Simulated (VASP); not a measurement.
Here is a VASP 6.6.1 calculation.

File INCAR:

```
  PREC = Accurate
  ENCUT = 520
  EDIFF = 1E-6
  ISMEAR = 0
  SIGMA = 0.05
  LREAL = F
  LASPH = T
  NELM = 100
  ALGO = Normal
  ISIF = 2
  LWAVE = F
  LCHARG = F
  GGA = PS
  NBANDS = 15
```

File KPOINTS:

```
regular mesh
0
Gamma
  12 12 12
```

Contents of POSCAR:

```
CaO
1.0
    0.0000000000      2.4154225699      2.4154225699
    2.4154225699      0.0000000000      2.4154225699
    2.4154225699      2.4154225699      0.0000000000
Ca O
1 1
Direct
    0.5000000000      0.5000000000      0.5000000000
    0.0000000000      0.0000000000      0.0000000000
```

Potentials or basis: VASP PAW PBE potentials, release 64 (Ca_sv, O).

Launch:

```bash
$ cat potpaw_PBE.64/Ca_sv/POTCAR potpaw_PBE.64/O/POTCAR > POTCAR
$ mpirun -np 1 vasp_std > vasp.out
```

(1) Estimate the band gap on the k mesh.

(2) What does it give for the pressure?

Answers

(1) 3.54 eV, indirect (least direct gap 3.92 eV).

(2) -3.7 GPa.

Caveat: the PAW data sets were made with another functional, which shifts forces and pressure a little.
